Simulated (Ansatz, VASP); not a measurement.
BN in VASP and in Ansatz

```
B N
1.0
     2.55394    0.00000    0.00000
    -1.27697    2.21178    0.00000
     0.00000    0.00000    4.22685
B N
2 2
Direct
  0.69942 0.35731 0.99972
  0.36609 0.69064 0.49972
  0.66667 0.33333 0.62528
  0.33333 0.66667 0.12528
```

Change from the starting cell: all B atoms moved +0.075 Å, as atom 1 along Cartesian [1 1 0].

Alike in both runs: task single point; functional PBE; k mesh 12 × 12 × 6; occupations gaussian, width 0.05 eV; no spin polarisation.

|  | VASP | Ansatz |
| --- | --- | --- |
| version | VASP 6.6.1 | Ansatz 0.2.0 |
| potentials or method | VASP PAW PBE potentials, release 64 (B, N), cutoff 520 eV | scalar-relativistic, plane waves, PAW |
| valence electrons in the cell | 16 | 16 |

```csv
,VASP,Ansatz,Ansatz less VASP
gap on the k mesh at the Fermi level (eV),4.83,4.85,+0.015
least direct gap on the mesh (eV),7.80,7.81,+0.006
pressure (GPa),1.8,1.6,-0.20
"traceless stress, the component that is largest in VASP (GPa)",1.72,1.66,-0.060
rms of the force components (eV/Å),1.062,1.058,-0.0040
```

Atom by atom the forces differ by 0.004 eV/Å (rms over components).
